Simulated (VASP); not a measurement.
Set up this calculation in VASP 6.6.1, as the native input.

```yaml
Task: single point
Functional: PBE
Potentials_or_basis: VASP PAW PBE potentials, release 64 (Li_sv, F)
Cutoff: 520 eV
k_mesh: 10 × 10 × 10
Occupations: gaussian, width 0.05 eV
Spin: no spin polarisation
Dipole_correction: no
Further_INCAR_settings: ALGO = Normal; EDIFF = 1e-06; NBANDS = 12
```

The structure of LiF lies in POSCAR:

```
LiF
1.0
    2.5595330000      0.0000000000      0.0000000000
    0.0000000000      2.5595330000      0.0000000000
    0.0000000000      0.0000000000      2.4571516800
Li F
1 1
Direct
    0.0000000000      0.0000000000      0.0000000000
    0.5000000000      0.5000000000      0.5000000000
```

This cell differs from its parent crystal: strain +0.000 along x and y, -0.040 along z.

The input as run:

INCAR

```
PREC = Accurate ; ENCUT = 520
EDIFF = 1E-6 ; ISMEAR = 0
SIGMA = 0.05 ; LREAL = F
LASPH = T ; NELM = 60
ALGO = Normal ; ISIF = 2
LWAVE = F ; LCHARG = T
GGA = PE ; LELF = T
LVHAR = T ; NBANDS = 12
```

KPOINTS

```
Automatic mesh
0
Gamma
  10 10 10
```

Potentials or basis: VASP PAW PBE potentials, release 64 (Li_sv, F).

Command:

```console
$ cat potpaw_PBE.64/Li_sv/POTCAR potpaw_PBE.64/F/POTCAR > POTCAR
$ mpirun -np 1 vasp_std > vasp.out
```

Results of the run:

The band gap on the k mesh is 7.63 eV (least direct gap 8.23 eV).

Caveat: the cell differs from its parent crystal (strain +0.000 along x and y, -0.040 along z).

Run time: 22 s on 1 thread of Intel Xeon 8259CL, with other jobs on the host, peak memory 0.13 GiB.
